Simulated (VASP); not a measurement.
# Bi (Im-3m) in VASP: notebook

Bi is run at these levels: PBE, PBEsol+D3(BJ), revPBE+D4, LDA; tasks: single point.

Program: VASP 6.6.1. These are calculated values, not measurements. Logs are shortened: lines on timing, memory, paths and dates and some standing lists are left out, and cuts for length are marked.

## 1. The cell of the first run

The structure is cubic, space group Im-3m (No. 229). Conventional cell: a = 3.963 Å, b = 3.963 Å, c = 3.963 Å, α = 90.00°, β = 90.00°, γ = 90.00°. Within 4.5 Å of Bi (site symmetry m-3m) lie 14 Bi at 3.43 to 3.96 Å.

## 2. Single point, PBE

INCAR

```
PREC = Accurate ; ENCUT = 520
EDIFF = 1E-7 ; ISMEAR = -1
SIGMA = 0.06 ; LREAL = F
LASPH = T ; NELM = 80
ALGO = Normal ; ISIF = 2
LWAVE = F ; LCHARG = F
GGA = PE ; NBANDS = 14
```

KPOINTS

```
Automatic mesh
0
Gamma
  5 5 5
```

POSCAR

```
Bi
1.0
   -1.9814305318      1.9814305318      1.9814305318
    1.9814305318     -1.9814305318      1.9814305318
    1.9814305318      1.9814305318     -1.9814305318
Bi
1
Direct
    0.0000000000      0.0000000000      0.0000000000
```

Potentials or basis: VASP PAW PBE potentials, release 64 (Bi_d).

The run is started by

```
$ cat potpaw_PBE.64/Bi_d/POTCAR > POTCAR
$ mpirun -np 1 vasp_std > vasp.out
```

OUTCAR:

```text
PREC = Accurate
   ENCUT = 520
   EDIFF = 1E-7
   ISMEAR = -1
   LREAL = F
   LASPH = T
   NELM = 80
   ISIF = 2
   GGA = PE

 ion  position               nearest neighbor table
   1  0.000  0.000  0.000-

  LATTYP: Found a body centered cubic cell.
 ALAT       =     3.9628610636

  Lattice vectors:

 A1 = (  -1.9814305318,   1.9814305318,   1.9814305318)
 A2 = (   1.9814305318,  -1.9814305318,   1.9814305318)
 A3 = (   1.9814305318,   1.9814305318,  -1.9814305318)

Analysis of symmetry for initial positions (statically):
=====================================================================
 Subroutine PRICEL returns:
 Original cell was already a primitive cell.

 Routine SETGRP: Setting up the symmetry group for a
 body centered cubic supercell.

 Subroutine GETGRP returns: Found 48 space group operations
[... 9 lines left out ...]

 Routine SETGRP: Setting up the symmetry group for a
 body centered cubic supercell.

 Subroutine GETGRP returns: Found 48 space group operations
[... 11 lines left out ...]
                                     Primitive cell

  volume of cell :      31.1169

  direct lattice vectors                    reciprocal lattice vectors
    -1.981430532  1.981430532  1.981430532     0.000000000  0.252342937  0.252342937
     1.981430532 -1.981430532  1.981430532     0.252342937  0.000000000  0.252342937
     1.981430532  1.981430532 -1.981430532     0.252342937  0.252342937  0.000000000

  length of vectors
     3.431938353  3.431938353  3.431938353     0.356866804  0.356866804  0.356866804

  position of ions in fractional coordinates (direct lattice)
     0.000000000  0.000000000  0.000000000

  ion indices of the primitive-cell ions
   primitive index   ion index
                 1           1

----------------------------------------------------------------------------------------

 KPOINTS: Automatic mesh

Automatic generation of k-mesh.
 Grid dimensions read from file:
 generate k-points for:    5    5    5

 Generating k-lattice:

  Cartesian coordinates                     Fractional coordinates (reciprocal lattice)
     0.000000000  0.050468587  0.050468587     0.200000000  0.000000000  0.000000000
     0.050468587  0.000000000  0.050468587     0.000000000  0.200000000  0.000000000
     0.050468587  0.050468587  0.000000000     0.000000000  0.000000000  0.200000000

  Length of vectors
     0.071373361  0.071373361  0.071373361

  Shift w.r.t. Gamma in fractional coordinates (k-lattice)
     0.000000000  0.000000000  0.000000000

 Subroutine IBZKPT returns following result:
 ===========================================

 Found     10 irreducible k-points:

 Following reciprocal coordinates:
            Coordinates               Weight
  0.000000  0.000000  0.000000      1.000000
  0.200000  0.000000  0.000000     12.000000
  0.400000  0.000000  0.000000     12.000000
  0.200000  0.200000  0.000000     24.000000
  0.400000  0.200000  0.000000     24.000000
  0.200000  0.200000  0.200000      8.000000
 -0.200000  0.200000  0.200000      6.000000
 -0.400000  0.400000  0.200000     24.000000
 -0.400000 -0.400000  0.200000      8.000000
 -0.400000  0.400000  0.400000      6.000000
   k-points           NKPTS =     10   k-points in BZ     NKDIM =     10   number of bands    NBANDS=     14
   number of dos      NEDOS =    301   number of ions     NIONS =      1
   total plane-waves  NPLWV =  21952
   dimension x,y,z NGX =    28 NGY =   28 NGZ =   28
   dimension x,y,z NGXF=    56 NGYF=   56 NGZF=   56
   ions per type =               1
   NGX,Y,Z   is equivalent  to a cutoff of  13.56, 13.56, 13.56 a.u.
   NGXF,Y,Z  is equivalent  to a cutoff of  27.13, 27.13, 27.13 a.u.
 SYSTEM =  unknown system
   PREC   = accura    normal or accurate (medium, high low for compatibility)
   ISTART =      0    job   : 0-new  1-cont  2-samecut
   ICHARG =      2    charge: 1-file 2-atom 10-const
   ISPIN  =      1    spin polarized calculation?
   LNONCOLLINEAR =      F non collinear calculations
   LSORBIT =      F    spin-orbit coupling
   LASPH  =      T    aspherical Exc in radial PAW
   ENCUT  =  520.0 eV  38.22 Ry    6.18 a.u.   6.38  6.38  6.38*2*pi/ulx,y,z
   NELM   =     80;   NELMIN=  2; NELMDL= -5     # of ELM steps
   EDIFF  = 0.1E-06   stopping-criterion for ELM
   LREAL  =      F    real-space projection
   EDIFFG = 0.1E-05   stopping-criterion for IOM
   NSW    =      0    number of steps for IOM
   IBRION =     -1    ionic relax: 0-MD 1-quasi-New 2-CG
[... 8 lines left out ...]
   EMIN   =  10.00;   EMAX   =-10.00  energy-range for DOS
   EFERMI =   0.00;   METHOD = LEGACY
   ISMEAR =    -1;   SIGMA  =   0.06  broadening in eV -4-tet -1-fermi 0-gaus
   EFERMI_NEDOS =   21; number of points for ismear=-14 and -15
   IALGO  =     38    algorithm
   IMIX   =      4    mixing-type and parameters
     AMIX     =   0.40;   BMIX     =  1.00
     AMIX_MAG =   1.60;   BMIX_MAG =  1.00
  volume/ion in A,a.u.               =      31.12       209.99
  Fermi-wavevector in a.u.,A,eV,Ry     =   1.283630  2.425708 22.418388  1.647705
  Thomas-Fermi vector in A             =   2.415871
   LORBIT       =      0    0 simple, 1 ext, 2 COOP (PROOUT), +10 PAW based schemes
   GGA     = PE    functional components
   LHFCALC =     F    Hartree Fock is set to
   AEXX    =    0.0000 exact exchange contribution
   IVDW    =     0    specifies the selected vdW correction
   LEPSILON=     F    determine dielectric tensor
   LRPA    =     F    only Hartree local field effects (RPA)
 non-spin polarized calculation
  energy-cutoff  :      520.00
  volume of cell :       31.12
 maximum number of plane-waves:       887
 NGX is ok and might be reduce to    28
   NGX = 13   NGY = 13   NGZ = 13

 number of electron      14.9999994 magnetization

 Free energy of the ion-electron system (eV)
  ---------------------------------------------------
  ext. energy  EPLUGINS =         0.00000000
  ---------------------------------------------------
  free energy    TOTEN  =        -3.66110578 eV

  energy without entropy =       -3.63365658  energy(sigma->0) =       -3.64738118

 E-fermi :   8.1694     XC(G=0): -10.2921

 val. band max:        8.1611581409   @ k =  -0.4000   0.4000   0.2000
 cond. band min:       8.2789648716   @ k =   0.2000   0.2000   0.0000
 fundamental gap:      0.1178067308
 Fermi energy:         8.1694310722

 k-point     1 :       0.0000    0.0000    0.0000
  band No.  band energies     occupation
      1     -15.1217      2.00000
      2     -15.1217      2.00000
      3     -15.1217      2.00000
      4     -14.9935      2.00000
      5     -14.9935      2.00000
      6      -5.6018      2.00000
      7      13.0380      0.00000
      8      13.0380      0.00000
      9      13.0380      0.00000
     10      17.0515      0.00000
     11      18.3974      0.00000
     12      18.3974      0.00000
     13      18.3974      0.00000
     14      19.5984      0.00000

 k-point     2 :       0.2000    0.0000    0.0000
  band No.  band energies     occupation
      1     -15.1353      2.00000
      2     -15.1009      2.00000
      3     -15.0498      2.00000
      4     -15.0070      2.00000
      5     -14.9961      2.00000
      6      -4.8837      2.00000
      7       8.5274      0.00511
      8      11.4264      0.00000
      9      12.4353      0.00000
     10      15.5240      0.00000
     11      16.6756      0.00000
     12      18.2107      0.00000
     13      19.6477      0.00000
     14      22.1279      0.00000

 k-point     3 :       0.4000    0.0000    0.0000
  band No.  band energies     occupation
      1     -15.1573      2.00000
      2     -15.0950      2.00000
      3     -15.0043      2.00000
      4     -15.0002      2.00000
      5     -14.9308      2.00000
      6      -3.0758      2.00000
      7       3.7575      2.00000
      8       9.7317      0.00000
      9      11.5195      0.00000
     10      14.0609      0.00000
     11      15.6151      0.00000
     12      19.7604      0.00000
     13      21.1191      0.00000
     14      25.1211      0.00000

 k-point     4 :       0.2000    0.2000    0.0000
  band No.  band energies     occupation
      1     -15.1321      2.00000
      2     -15.0860      2.00000
      3     -15.0153      2.00000
      4     -15.0048      2.00000
      5     -14.9694      2.00000
      6      -3.5793      2.00000
      7       5.5513      2.00000
      8       8.2790      0.27754
      9      11.0107      0.00000
     10      15.9685      0.00000
     11      16.9881      0.00000
     12      19.7364      0.00000
     13      20.7809      0.00000
     14      22.2541      0.00000

 k-point     5 :       0.4000    0.2000    0.0000
  band No.  band energies     occupation
      1     -15.1358      2.00000
      2     -15.0695      2.00000
      3     -15.0137      2.00000
      4     -14.9989      2.00000
      5     -14.9397      2.00000
      6      -2.2724      2.00000
      7       3.5054      2.00000
      8       6.6957      2.00000
      9      10.4315      0.00000
     10      15.6716      0.00000
     11      18.6493      0.00000
[... 38 lines left out ...]
 k-point     8 :      -0.4000    0.4000    0.2000
  band No.  band energies     occupation
      1     -15.0811      2.00000
      2     -15.0796      2.00000
      3     -15.0411      2.00000
      4     -15.0070      2.00000
      5     -14.9382      2.00000
      6      -2.4728      2.00000
      7       4.4573      2.00000
      8       8.1612      1.06883
      9       9.0732      0.00000
     10      14.4084      0.00000
     11      17.8203      0.00000
     12      18.3153      0.00000
     13      18.4066      0.00000
     14      24.2857      0.00000

 k-point     9 :      -0.4000   -0.4000    0.2000
  band No.  band energies     occupation
      1     -15.0808      2.00000
      2     -15.0808      2.00000
      3     -15.0552      2.00000
      4     -14.9461      2.00000
      5     -14.9461      2.00000
      6      -1.5441      2.00000
      7       5.0000      2.00000
      8       5.0000      2.00000
      9       9.6919      0.00000
     10      14.6191      0.00000
     11      14.6191      0.00000
     12      17.5648      0.00000
     13      23.5320      0.00000
     14      24.4783      0.00000

 k-point    10 :      -0.4000    0.4000    0.4000
  band No.  band energies     occupation
      1     -15.1188      2.00000
      2     -15.1058      2.00000
      3     -14.9527      2.00000
      4     -14.9527      2.00000
      5     -14.9479      2.00000
      6      -1.0859      2.00000
      7       5.7856      2.00000
      8       6.5611      2.00000
      9       6.5611      2.00000
     10      11.7540      0.00000
     11      13.4982      0.00000
     12      22.5107      0.00000
     13      23.6140      0.00000
     14      23.6140      0.00000

------------------------ aborting loop because EDIFF is reached ----------------------------------------

  FORCE on cell =-STRESS in cart. coord.  units (eV):
  Direction    XX          YY          ZZ          XY          YZ          ZX
  --------------------------------------------------------------------------------------
  -------------------------------------------------------------------------------------
  Total        0.1768824      0.1768824      0.1768824      0.0000000      0.0000000     -0.0000000
  in kB        9.1074892      9.1074892      9.1074892      0.0000000      0.0000000     -0.0000000
  external PRESSURE =       9.1074892 kB  Pullay stress =       0.0000000 kB

 VOLUME and BASIS-vectors are now :
 -----------------------------------------------------------------------------
  energy-cutoff  :      520.00
  volume of cell :       31.12
      direct lattice vectors                 reciprocal lattice vectors
    -1.981430532  1.981430532  1.981430532     0.000000000  0.252342937  0.252342937
     1.981430532 -1.981430532  1.981430532     0.252342937  0.000000000  0.252342937
     1.981430532  1.981430532 -1.981430532     0.252342937  0.252342937  0.000000000

 POSITION                                       TOTAL-FORCE (eV/Angst)
 -----------------------------------------------------------------------------------
      0.00000      0.00000      0.00000         0.000000     -0.000000      0.000000
 -----------------------------------------------------------------------------------
    total drift:                               -0.000000     -0.000000     -0.000000

  FREE ENERGIE OF THE ION-ELECTRON SYSTEM (eV)
  ---------------------------------------------------
  free  energy   TOTEN  =        -3.6611057800 eV

  energy  without entropy=       -3.6336565781  energy(sigma->0) =       -3.64738118
```

It took 3.3 s on 1 thread of Intel Xeon 6975P-C (Granite Rapids), shared host; peak memory 0.15 GiB.

Results:

```
Free energy : -3.6611 eV
Pressure    : 0.9 GPa
```

Caveat: the k points lie up to 0.45 Å⁻¹ apart; spin-orbit coupling is left out, which moves the levels of the heavy elements.

## 3. Single point, PBEsol+D3(BJ)

This run uses another cell than the first one, of 28.53 Å³/atom, 0.917 times its volume.

INCAR

```
PREC = Accurate
ENCUT = 520
EDIFF = 1E-6
ISMEAR = -1
SIGMA = 0.05
LREAL = False
LASPH = True
NELM = 60
ALGO = Normal
ISIF = 2
LWAVE = False
LCHARG = False
GGA = PS
IVDW = 12
NBANDS = 14
```

KPOINTS

```
regular mesh
0
Gamma
  9 9 9
```

POSCAR

```
Bi
1.0
   -1.9249916294      1.9249916294      1.9249916294
    1.9249916294     -1.9249916294      1.9249916294
    1.9249916294      1.9249916294     -1.9249916294
Bi
1
Direct
    0.0000000000      0.0000000000      0.0000000000
```

Potentials or basis: VASP PAW PBE potentials, release 64 (Bi_d).

The run is started by

```
$ cat potpaw_PBE.64/Bi_d/POTCAR > POTCAR
$ mpirun -np 1 vasp_std > vasp.out
```

OUTCAR:

```text
PREC = Accurate
   ENCUT = 520
   EDIFF = 1E-6
   ISMEAR = -1
   LREAL = False
   LASPH = True
   NELM = 60
   ISIF = 2
   GGA = PS
   IVDW = 12
 IVDW          = 12

 ion  position               nearest neighbor table
   1  0.000  0.000  0.000-

  LATTYP: Found a body centered cubic cell.
 ALAT       =     3.8499832588

  Lattice vectors:

 A1 = (  -1.9249916294,   1.9249916294,   1.9249916294)
 A2 = (   1.9249916294,  -1.9249916294,   1.9249916294)
 A3 = (   1.9249916294,   1.9249916294,  -1.9249916294)

Analysis of symmetry for initial positions (statically):
=====================================================================
 Subroutine PRICEL returns:
 Original cell was already a primitive cell.

 Routine SETGRP: Setting up the symmetry group for a
 body centered cubic supercell.

 Subroutine GETGRP returns: Found 48 space group operations
[... 9 lines left out ...]

 Routine SETGRP: Setting up the symmetry group for a
 body centered cubic supercell.

[... 158 lines left out ...]
  band No.  band energies     occupation
      1     -14.1541      2.00000
      2     -14.1541      2.00000
      3     -14.1541      2.00000
      4     -13.9821      2.00000
      5     -13.9821      2.00000
      6      -5.2981      2.00000
      7      14.6453      0.00000
      8      14.6453      0.00000
      9      14.6453      0.00000
     10      19.1575      0.00000
     11      19.3585      0.00000
     12      19.3585      0.00000
     13      19.3585      0.00000
     14      21.1444      0.00000
[... 377 lines left out ...]
      1     -14.1431      2.00000
      2     -14.0994      2.00000
      3     -14.0378      2.00000
      4     -13.9898      2.00000
      5     -13.8898      2.00000
      6      -1.2464      2.00000
      7       4.0327      2.00000
      8       7.9193      2.00000
      9      11.7966      0.00000
     10      16.5691      0.00000
     11      18.0628      0.00000
     12      19.0382      0.00000
     13      20.7322      0.00000
     14      27.2366      0.00000

 [... further k-points ...]

------------------------ aborting loop because EDIFF is reached ----------------------------------------

 Edisp (eV)   -0.57333

 E8    (eV) :    -0.4104

  FORCE on cell =-STRESS in cart. coord.  units (eV):
  Direction    XX          YY          ZZ          XY          YZ          ZX
  --------------------------------------------------------------------------------------
  -------------------------------------------------------------------------------------
  Total      -0.01253    -0.01253    -0.01253     0.00000     0.00000     0.00000
  in kB      -0.70374    -0.70374    -0.70374     0.00000     0.00000     0.00000
  external pressure =       -0.70 kB  Pullay stress =        0.00 kB

 VOLUME and BASIS-vectors are now :
 -----------------------------------------------------------------------------
  energy-cutoff  :      520.00
  volume of cell :       28.53
      direct lattice vectors                 reciprocal lattice vectors
    -1.924991629  1.924991629  1.924991629     0.000000000  0.259741389  0.259741389
     1.924991629 -1.924991629  1.924991629     0.259741389  0.000000000  0.259741389
     1.924991629  1.924991629 -1.924991629     0.259741389  0.259741389  0.000000000

 POSITION                                       TOTAL-FORCE (eV/Angst)
 -----------------------------------------------------------------------------------
      0.00000      0.00000      0.00000         0.000000      0.000000      0.000000
 -----------------------------------------------------------------------------------
    total drift:                               -0.000000     -0.000000     -0.000000

  FREE ENERGIE OF THE ION-ELECTRON SYSTEM (eV)
  ---------------------------------------------------
  free  energy   TOTEN  =        -4.7917316434 eV

  energy  without entropy=       -4.7865044297  energy(sigma->0) =       -4.78911804
```

OSZICAR:

```text
N       E                     dE             d eps       ncg     rms          rms(c)
DAV:   1     0.111945127029E+03    0.11195E+03   -0.76722E+03   998   0.126E+03
DAV:   2     0.225137069094E+01   -0.10969E+03   -0.10607E+03  1064   0.338E+02
DAV:   3    -0.408079843015E+01   -0.63322E+01   -0.63047E+01  1250   0.782E+01
DAV:   4    -0.422120255655E+01   -0.14040E+00   -0.14036E+00  1214   0.124E+01
DAV:   5    -0.422767063163E+01   -0.64681E-02   -0.64679E-02  1364   0.242E+00    0.511E-01
DAV:   6    -0.422051687499E+01    0.71538E-02   -0.89725E-03  1314   0.140E+00    0.280E-01
DAV:   7    -0.421847241347E+01    0.20445E-02   -0.50219E-03  1316   0.104E+00    0.793E-02
DAV:   8    -0.421840865191E+01    0.63762E-04   -0.45408E-04  1270   0.320E-01    0.838E-03
DAV:   9    -0.421840610231E+01    0.25496E-05   -0.10654E-05  1386   0.457E-02    0.379E-03
DAV:  10    -0.421840538675E+01    0.71556E-06   -0.74781E-07   910   0.930E-03
   1 F= -.47917316E+01 E0= -.47891180E+01  d E =-.522721E-02
```

stdout:

```text
POSCAR found type information on POSCAR Bi
 POSCAR found :  1 types and       1 ions
 scaLAPACK will be used
 -----------------------------------------------------------------------------
|                                                                             |
|                                                                             |
|     You enforced a specific xc type in the INCAR file but a different       |
|     I HOPE YOU KNOW WHAT YOU ARE DOING!                                     |
|                                                                             |
 -----------------------------------------------------------------------------

 LDA part: xc-table for (Slater+PW92), standard interpolation
 POSCAR, INCAR and KPOINTS ok, starting setup
 FFT: planning ... GRIDC
 FFT: planning ... GRID_SOFT
 FFT: planning ... GRID
 WAVECAR not read
 entering main loop
```

It took 8.3 s on 1 thread of Intel Xeon 6975P-C (Granite Rapids), shared host; peak memory 0.16 GiB.

Results:

```yaml
Free_energy: -4.7917 eV
Pressure: -0.1 GPa
Dispersion_energy_per_atom: -0.573 eV
```

Caveat: the PAW data sets were made with another functional, which shifts forces and pressure a little; spin-orbit coupling is left out, which moves the levels of the heavy elements; pairwise dispersion overbinds metals, which lowers pressure and volume.

(Part 1 of 2 ends here.)
